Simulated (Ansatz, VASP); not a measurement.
## Au: VASP beside Ansatz

Contents of POSCAR:

```
Au
1.0
   -1.5909782400      1.5909782400      1.7235597600
    1.5909782400     -1.5909782400      1.7235597600
    1.5909782400      1.5909782400     -1.7235597600
Au
1
Direct
    0.0000000000      0.0000000000      0.0000000000
```

Contents of INCAR.step1:

```
SYSTEM = Au
PREC     = Accurate       ! precision mode
ENCUT    = 520            ! plane-wave cutoff, eV
ISMEAR   = 0              ! smearing method
SIGMA    = 0.15           ! smearing width, eV
LREAL    = .FALSE.        ! projectors in reciprocal space
LASPH    = .TRUE.         ! aspherical terms in the spheres
NELM     = 100            ! most SCF steps
NBANDS   = 12             ! bands
GGA      = PE             ! functional
ALGO     = Normal         ! electronic algorithm
EDIFF    = 1E-4           ! SCF threshold, eV
LWAVE    = .TRUE.         ! write WAVECAR
LCHARG   = .FALSE.        ! write CHGCAR
```

The input INCAR.step2:

```
SYSTEM = Au
PREC     = Accurate       ! precision mode
ENCUT    = 520            ! plane-wave cutoff, eV
EDIFF    = 1E-6           ! SCF threshold, eV
ISMEAR   = 0              ! smearing method
SIGMA    = 0.15           ! smearing width, eV
LREAL    = .FALSE.        ! projectors in reciprocal space
LASPH    = .TRUE.         ! aspherical terms in the spheres
NELM     = 100            ! most SCF steps
ALGO     = Normal         ! electronic algorithm
ISIF     = 2              ! what is computed and relaxed
LWAVE    = .FALSE.        ! write WAVECAR
LCHARG   = .FALSE.        ! write CHGCAR
METAGGA  = R2SCAN         ! meta-GGA
LMIXTAU  = .TRUE.       
NBANDS   = 12             ! bands
ISTART   = 1
```

Contents of KPOINTS:

```
regular mesh
0
G
  24 24 24
  0 0 0
```

Input for Ansatz:

```yaml
crystal:
  lattice:
    - [-1.59097824, 1.59097824, 1.72355976]
    - [1.59097824, -1.59097824, 1.72355976]
    - [1.59097824, 1.59097824, -1.72355976]
  atoms:
    - { symbol: Au, position: [0.0, 0.0, 0.0] }
basis:
  ecutwfc: 500
kpoints:
  mp_grid: { grid: [24, 24, 24] }
hamiltonian:
  xc: r2scan
scf:
  occupations: { method: gaussian, width: 0.15 }
output:
  forces: true
  stress: true
  eigenvalues: true
  write_density: true
  write_potential: true
  elf: true
  volumetric_format: npy
```

Change from the starting cell: strain -0.040 along x and y, +0.040 along z, atoms carried along.

Alike in both runs: task single point; functional r2SCAN; k mesh 24 × 24 × 24; occupations gaussian, width 0.15 eV; no spin polarisation.

|  | VASP | Ansatz |
| --- | --- | --- |
| version | VASP 6.6.1 | Ansatz 0.2.0 |
| potentials or method | VASP PAW PBE potentials, release 64 (Au), cutoff 520 eV | scalar-relativistic, plane waves, PAW |
| valence electrons in the cell | 11 | 19 |

Ansatz gave:

| Item | Value |
| --- | --- |
| gap on the k mesh at the Fermi level (eV) | none |
| pressure (GPa) | 1.3 |
| traceless stress, the component that is largest in VASP (GPa) | 0.45 |

Question: Estimate VASP's values.

Answer: gap on the k mesh at the Fermi level (eV): none; pressure (GPa): 1.6; traceless stress, the component that is largest in VASP (GPa): 0.47.

VASP's potentials were made for PBE, not for r2SCAN. A gap of «none» marks a metal or a gap that the smearing closes. VASP's potentials hold 11 valence electrons a cell and Ansatz's 19, so a difference there can come from the potentials and not from the codes.

Spin-orbit coupling is off throughout.
